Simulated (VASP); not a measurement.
# Ti (Im-3m) in VASP: notebook, part 2 of 2

VASP 6.6.1.

### 4 Single point, PBEsol

This run uses another cell than the first one, of 17.20 Å³/atom, 1.058 times its volume.

Contents of INCAR:

```
ALGO = Normal ; EDIFF = 1E-6
ENCUT = 520 ; GGA = PS
ISIF = 2 ; ISMEAR = -1
LASPH = True ; LCHARG = False
LREAL = False ; LWAVE = False
NBANDS = 12 ; NELM = 60
PREC = Accurate ; SIGMA = 0.3
```

Contents of KPOINTS:

```
k-points
0
Gamma
  12 12 12
```

Contents of POSCAR:

```
Ti
1.0
   -1.6262817184      1.6262817184      1.6262817184
    1.6262817184     -1.6262817184      1.6262817184
    1.6262817184      1.6262817184     -1.6262817184
Ti
1
Direct
    0.0000000000      0.0000000000      0.0000000000
```

Potentials or basis: VASP PAW PBE potentials, release 64 (Ti_sv).

Started as:

```sh
$ cat potpaw_PBE.64/Ti_sv/POTCAR > POTCAR
$ mpirun -np 1 vasp_std > vasp.out
```

OUTCAR:

```text
EDIFF = 1E-6
   ENCUT = 520
   GGA = PS
   ISIF = 2
   ISMEAR = -1
   LASPH = True
   LREAL = False
   NELM = 60
   PREC = Accurate

 ion  position               nearest neighbor table
   1  0.000  0.000  0.000-

  LATTYP: Found a body centered cubic cell.
 ALAT       =     3.2525634368

  Lattice vectors:

 A1 = (  -1.6262817184,   1.6262817184,   1.6262817184)
 A2 = (   1.6262817184,  -1.6262817184,   1.6262817184)
 A3 = (   1.6262817184,   1.6262817184,  -1.6262817184)

Analysis of symmetry for initial positions (statically):
=====================================================================
 Subroutine PRICEL returns:
 Original cell was already a primitive cell.

 Routine SETGRP: Setting up the symmetry group for a
 body centered cubic supercell.

 Subroutine GETGRP returns: Found 48 space group operations
 (whereof 48 operations were pure point group operations)
 out of a pool of 48 trial point group operations.

The static configuration has the point symmetry O_h .

Analysis of symmetry for dynamics (positions and initial velocities):
=====================================================================
 Subroutine PRICEL returns:
 Original cell was already a primitive cell.

 Routine SETGRP: Setting up the symmetry group for a
 body centered cubic supercell.

 Subroutine GETGRP returns: Found 48 space group operations
 (whereof 48 operations were pure point group operations)
 out of a pool of 48 trial point group operations.

The dynamic configuration has the point symmetry O_h .

 Subroutine INISYM returns: Found 48 space group operations
 (whereof 48 operations are pure point group operations),
 and found     1 'primitive' translations

----------------------------------------------------------------------------------------

                                     Primitive cell

  volume of cell :      17.2047

  direct lattice vectors                    reciprocal lattice vectors
    -1.626281718  1.626281718  1.626281718     0.000000000  0.307449807  0.307449807
     1.626281718 -1.626281718  1.626281718     0.307449807  0.000000000  0.307449807
     1.626281718  1.626281718 -1.626281718     0.307449807  0.307449807  0.000000000

  length of vectors
     2.816802564  2.816802564  2.816802564     0.434799686  0.434799686  0.434799686

  position of ions in fractional coordinates (direct lattice)
     0.000000000  0.000000000  0.000000000

  ion indices of the primitive-cell ions
   primitive index   ion index
                 1           1

----------------------------------------------------------------------------------------

 KPOINTS: k-points

Automatic generation of k-mesh.
 Grid dimensions read from file:
 generate k-points for:   12   12   12

 Generating k-lattice:

  Cartesian coordinates                     Fractional coordinates (reciprocal lattice)
     0.000000000  0.025620817  0.025620817     0.083333333  0.000000000  0.000000000
     0.025620817  0.000000000  0.025620817     0.000000000  0.083333333  0.000000000
     0.025620817  0.025620817  0.000000000     0.000000000  0.000000000  0.083333333

  Length of vectors
     0.036233307  0.036233307  0.036233307

  Shift w.r.t. Gamma in fractional coordinates (k-lattice)
     0.000000000  0.000000000  0.000000000

 Subroutine IBZKPT returns following result:
 ===========================================

 Found     72 irreducible k-points:

 Following reciprocal coordinates:
            Coordinates               Weight
  0.000000  0.000000  0.000000      1.000000
  0.083333  0.000000  0.000000     12.000000
  0.166667  0.000000  0.000000     12.000000
  0.250000  0.000000  0.000000     12.000000
  0.333333  0.000000  0.000000     12.000000
  0.416667  0.000000  0.000000     12.000000
[... 16 lines left out ...]
  0.333333  0.083333  0.083333     24.000000
  0.416667  0.083333  0.083333     12.000000
 [... further k-points ...]
   k-points           NKPTS =     72   k-points in BZ     NKDIM =     72   number of bands    NBANDS=     12
   number of dos      NEDOS =    301   number of ions     NIONS =      1
   total plane-waves  NPLWV =  13824
   dimension x,y,z NGX =    24 NGY =   24 NGZ =   24
   dimension x,y,z NGXF=    48 NGYF=   48 NGZF=   48
   ions per type =               1
   NGX,Y,Z   is equivalent  to a cutoff of  14.16, 14.16, 14.16 a.u.
   NGXF,Y,Z  is equivalent  to a cutoff of  28.33, 28.33, 28.33 a.u.
 SYSTEM =  unknown system
   PREC   = accura    normal or accurate (medium, high low for compatibility)
   ISTART =      0    job   : 0-new  1-cont  2-samecut
   ICHARG =      2    charge: 1-file 2-atom 10-const
   ISPIN  =      1    spin polarized calculation?
   LNONCOLLINEAR =      F non collinear calculations
   LSORBIT =      F    spin-orbit coupling
   LASPH  =      T    aspherical Exc in radial PAW
   ENCUT  =  520.0 eV  38.22 Ry    6.18 a.u.   5.24  5.24  5.24*2*pi/ulx,y,z
   NELM   =     60;   NELMIN=  2; NELMDL= -5     # of ELM steps
   EDIFF  = 0.1E-05   stopping-criterion for ELM
   LREAL  =      F    real-space projection
   EDIFFG = 0.1E-04   stopping-criterion for IOM
   NSW    =      0    number of steps for IOM
   IBRION =     -1    ionic relax: 0-MD 1-quasi-New 2-CG
   NFREE  =      0    steps in history (QN), initial steepest desc. (CG)
   ISIF   =      2    stress and relaxation
   ISYM   =      2    0-nonsym 1-usesym 2-fastsym
   POTIM  = 0.5000    time-step for ionic-motion
   TEBEG  =    0.0;   TEEND  =   0.0 temperature during run
   PSTRESS=    0.0 pullay stress
   NELECT =      12.0000    total number of electrons
   NUPDOWN=      -1.0000    fix difference up-down
   EMIN   =  10.00;   EMAX   =-10.00  energy-range for DOS
   EFERMI =   0.00;   METHOD = LEGACY
   ISMEAR =    -1;   SIGMA  =   0.30  broadening in eV -4-tet -1-fermi 0-gaus
   EFERMI_NEDOS =   21; number of points for ismear=-14 and -15
   IALGO  =     38    algorithm
   IMIX   =      4    mixing-type and parameters
     AMIX     =   0.40;   BMIX     =  1.00
     AMIX_MAG =   1.60;   BMIX_MAG =  1.00
  volume/ion in A,a.u.               =      17.20       116.10
  Fermi-wavevector in a.u.,A,eV,Ry     =   1.451842  2.743584 28.678990  2.107846
  Thomas-Fermi vector in A             =   2.569293
   LORBIT       =      0    0 simple, 1 ext, 2 COOP (PROOUT), +10 PAW based schemes
   GGA     = PS    functional components
   LHFCALC =     F    Hartree Fock is set to
   AEXX    =    0.0000 exact exchange contribution
   IVDW    =     0    specifies the selected vdW correction
   LEPSILON=     F    determine dielectric tensor
   LRPA    =     F    only Hartree local field effects (RPA)
 non-spin polarized calculation
  energy-cutoff  :      520.00
  volume of cell :       17.20
 maximum number of plane-waves:       476
 NGX is ok and might be reduce to    24
   NGX = 11   NGY = 11   NGZ = 11

 number of electron      11.9999996 magnetization

 Free energy of the ion-electron system (eV)
  ---------------------------------------------------
  ext. energy  EPLUGINS =         0.00000000
  ---------------------------------------------------
  free energy    TOTEN  =        -8.53644599 eV

  energy without entropy =       -7.98119318  energy(sigma->0) =       -8.25881959

 E-fermi :   8.0864     XC(G=0): -11.6742

 val. band max:        8.0350988463   @ k =   0.2500   0.2500   0.0000
 cond. band min:       8.1088640933   @ k =  -0.2500   0.2500   0.2500
 fundamental gap:      0.0737652471
 Fermi energy:         8.0864151048

 k-point     1 :       0.0000    0.0000    0.0000
  band No.  band energies     occupation
      1     -48.1843      2.00000
      2     -24.1252      2.00000
      3     -24.1252      2.00000
      4     -24.1252      2.00000
      5       2.0814      2.00000
      6       9.0720      0.07216
      7       9.0720      0.07216
      8       9.0720      0.07216
      9      10.8680      0.00019
     10      10.8680      0.00019
     11      25.5400      0.00000
     12      25.5400      0.00000

 k-point     2 :       0.0833    0.0000    0.0000
  band No.  band energies     occupation
      1     -48.1750      2.00000
      2     -24.1744      2.00000
      3     -24.1403      2.00000
      4     -24.1255      2.00000
      5       2.3207      2.00000
      6       8.9626      0.10230
      7       9.0380      0.08048
      8       9.2474      0.04086
      9      10.7453      0.00028
     10      10.8749      0.00018
     11      25.1833      0.00000
     12      25.5050      0.00000
[... 316 lines left out ...]
 k-point    24 :       0.4167    0.0833    0.0833
  band No.  band energies     occupation
      1     -48.0419      2.00000
      2     -24.7821      2.00000
      3     -24.3789      2.00000
      4     -24.1754      2.00000
      5       5.9856      1.99818
      6       7.5536      1.71045
      7       8.6985      0.23005
      8      10.9521      0.00014
      9      11.2290      0.00006
     10      13.3186      0.00000
     11      16.8620      0.00000
     12      20.9481      0.00000

 [... further k-points ...]
[... 5 lines left out ...]
  --------------------------------------------------------------------------------------
  -------------------------------------------------------------------------------------
  Total       -0.1629272     -0.1629272     -0.1629272      0.0000000      0.0000000      0.0000000
  in kB      -15.1724919    -15.1724919    -15.1724919      0.0000000      0.0000000      0.0000000
  external PRESSURE =     -15.1724919 kB  Pullay stress =       0.0000000 kB

 VOLUME and BASIS-vectors are now :
 -----------------------------------------------------------------------------
  energy-cutoff  :      520.00
  volume of cell :       17.20
      direct lattice vectors                 reciprocal lattice vectors
    -1.626281718  1.626281718  1.626281718     0.000000000  0.307449807  0.307449807
     1.626281718 -1.626281718  1.626281718     0.307449807  0.000000000  0.307449807
     1.626281718  1.626281718 -1.626281718     0.307449807  0.307449807  0.000000000

 POSITION                                       TOTAL-FORCE (eV/Angst)
 -----------------------------------------------------------------------------------
      0.00000      0.00000      0.00000        -0.000000      0.000000     -0.000000
 -----------------------------------------------------------------------------------
    total drift:                                0.000000      0.000000      0.000000

  FREE ENERGIE OF THE ION-ELECTRON SYSTEM (eV)
  ---------------------------------------------------
  free  energy   TOTEN  =        -8.5364459924 eV

  energy  without entropy=       -7.9811931837  energy(sigma->0) =       -8.25881959
```

OSZICAR:

```text
N       E                     dE             d eps       ncg     rms          rms(c)
DAV:   1     0.835034358814E+02    0.83503E+02   -0.65682E+03  1736   0.120E+03
DAV:   2    -0.535817835570E+01   -0.88862E+02   -0.86575E+02  1768   0.292E+02
DAV:   3    -0.956518244180E+01   -0.42070E+01   -0.41554E+01  2392   0.637E+01
DAV:   4    -0.964530654372E+01   -0.80124E-01   -0.80001E-01  1928   0.812E+00
DAV:   5    -0.964695576498E+01   -0.16492E-02   -0.16491E-02  2056   0.110E+00    0.859E+00
DAV:   6    -0.853878247272E+01    0.11082E+01   -0.23819E+00  1888   0.226E+01    0.210E+00
DAV:   7    -0.852785438630E+01    0.10928E-01   -0.84201E-02  2016   0.317E+00    0.125E+00
DAV:   8    -0.853601759076E+01   -0.81632E-02   -0.36750E-02  1824   0.236E+00    0.134E-01
DAV:   9    -0.853641808488E+01   -0.40049E-03   -0.30596E-03  2144   0.580E-01    0.822E-02
DAV:  10    -0.853646620855E+01   -0.48124E-04   -0.27153E-04  1892   0.194E-01    0.137E-02
DAV:  11    -0.853644632136E+01    0.19887E-04   -0.21234E-05  2032   0.690E-02    0.956E-03
DAV:  12    -0.853644599237E+01    0.32899E-06   -0.23846E-06  1828   0.191E-02
   1 F= -.85364460E+01 E0= -.82588196E+01  d E =-.555253E+00
```

It took 9.6 s on 1 thread of Intel Xeon 6975P-C, shared host; peak memory 0.14 GiB.

What came out:

- Free energy: -8.5364 eV
- Pressure: -1.5 GPa
- Band gap on the k mesh: zero (band 6 reaches 9.07 eV, above the bottom of band 7 at 7.46 eV)

Levels at points of the mesh, in eV from the Fermi level:
```tsv
k point	band 4	band 5	band 6	band 7	band 8	band 9
(0.00, 0.00, 0.00)	-32.21	-6.01	0.99	0.99	0.99	2.78
(0.50, 0.00, 0.00)	-32.22	-2.50	-0.42	1.15	2.77	3.13
(0.50, 0.50, 0.50)	-32.70	-2.15	-2.15	3.98	3.98	3.98
```

Caveat: the PAW data sets were made with another functional, which shifts forces and pressure a little.

### 5 Single point, PBEsol

This run uses another cell than the first one, of 17.68 Å³/atom, 1.087 times its volume.

Contents of INCAR:

```
ALGO = Normal
EDIFF = 1E-7
ENCUT = 520
GGA = PS
ISIF = 2
ISMEAR = -1
LASPH = T
LCHARG = F
LREAL = F
LWAVE = F
NBANDS = 12
NELM = 60
PREC = Accurate
SIGMA = 0.3
```

KPOINTS is that of step 4.

Contents of POSCAR:

```
Ti
1.0
   -1.6410000000      1.6410000000      1.6410000000
    1.6410000000     -1.6410000000      1.6410000000
    1.6410000000      1.6410000000     -1.6410000000
Ti
1
Direct
    0.0000000000      0.0000000000      0.0000000000
```

Started as:

```sh
$ cat potpaw_PBE.64/Ti_sv/POTCAR > POTCAR
$ mpirun -np 1 vasp_std > vasp.out
```

It took 12 s on 1 thread of Intel Xeon 6975P-C, shared host; peak memory 0.14 GiB.

The run converged. Its results:

```
Free energy            : -8.5283 eV
Pressure               : -4.1 GPa
Band gap on the k mesh : zero (band 6 reaches 8.77 eV, above the bottom of band 7 at 7.19 eV)
```

Levels at points of the mesh, in eV from the Fermi level:
```csv
k point,band 3,band 4,band 5,band 6,band 7,band 8,band 9,band 10
"(0.00, 0.00, 0.00)",-32.30,-32.30,-5.95,0.96,0.96,0.96,2.70,2.70
"(0.50, 0.00, 0.00)",-32.50,-32.30,-2.44,-0.40,1.07,2.68,3.03,4.20
"(0.50, 0.50, 0.50)",-32.74,-32.74,-2.06,-2.06,3.85,3.85,3.85,8.18
```

Caveat: the PAW data sets were made with another functional, which shifts forces and pressure a little.

### 6 Single point, PBEsol

This run uses another cell than the first one, of 18.15 Å³/atom, 1.116 times its volume.

Contents of INCAR:

```
SYSTEM = Ti
ALGO = Normal
EDIFF = 1E-7
ENCUT = 520
GGA = PS
ISIF = 2
ISMEAR = -1
LASPH = .True.
LCHARG = .True.
LELF = .True.
LREAL = .False.
LVHAR = .True.
LWAVE = .False.
NBANDS = 12
NELM = 80
PREC = Accurate
SIGMA = 0.3
```

Contents of KPOINTS:

```
k-points
0
Gamma
  12 12 12
  0 0 0
```

Contents of POSCAR:

```
Ti
1.0
   -1.6554588948      1.6554588948      1.6554588948
    1.6554588948     -1.6554588948      1.6554588948
    1.6554588948      1.6554588948     -1.6554588948
Ti
1
Direct
    0.0000000000      0.0000000000      0.0000000000
```

Potentials or basis: VASP PAW PBE potentials, release 64 (Ti_sv).

Started as:

```sh
$ cat potpaw_PBE.64/Ti_sv/POTCAR > POTCAR
$ mpirun -np 1 vasp_std > vasp.out
```

It took 11 s on 1 thread of Intel Xeon 6975P-C, shared host; peak memory 0.14 GiB.

It converged, with:

```
Free energy            : -8.5130 eV
Pressure               : -6.4 GPa
Band gap on the k mesh : zero (band 6 reaches 8.49 eV, above the bottom of band 7 at 6.94 eV)
```

Levels at points of the mesh, in eV from the Fermi level:
```csv
k point,band 4,band 5,band 6,band 7,band 8,band 9
"(0.00, 0.00, 0.00)",-32.38,-5.89,0.94,0.94,0.94,2.62
"(0.50, 0.00, 0.00)",-32.38,-2.38,-0.38,0.99,2.59,2.93
"(0.50, 0.50, 0.50)",-32.79,-1.98,-1.98,3.72,3.72,3.72
```

Caveat: the PAW data sets were made with another functional, which shifts forces and pressure a little.

### 7 Overview

| cell | gap on the mesh (eV) | pressure (GPa) |
| --- | --- | --- |
| a = 2.764 Å, angles 109.5°, 1 atom | none | 4.7 |
| a = 2.791 Å, angles 109.5°, 1 atom | none | 1.4 |
| a = 2.817 Å, angles 109.5°, 1 atom | none | -1.5 |
| a = 2.842 Å, angles 109.5°, 1 atom | none | -4.1 |
| a = 2.867 Å, angles 109.5°, 1 atom | none | -6.4 |

Alike in all rows: task single point; level PBEsol; potentials or basis VASP PAW PBE potentials, release 64 (Ti_sv); no spin polarisation; k mesh 12 × 12 × 12; cutoff (eV) 520; smearing fermi-dirac 0.3 eV.

Caveats: the PAW data sets were made with another functional, which shifts forces and pressure a little.

Total energies depend on the potentials used, so only differences within one code and one set of settings carry meaning.
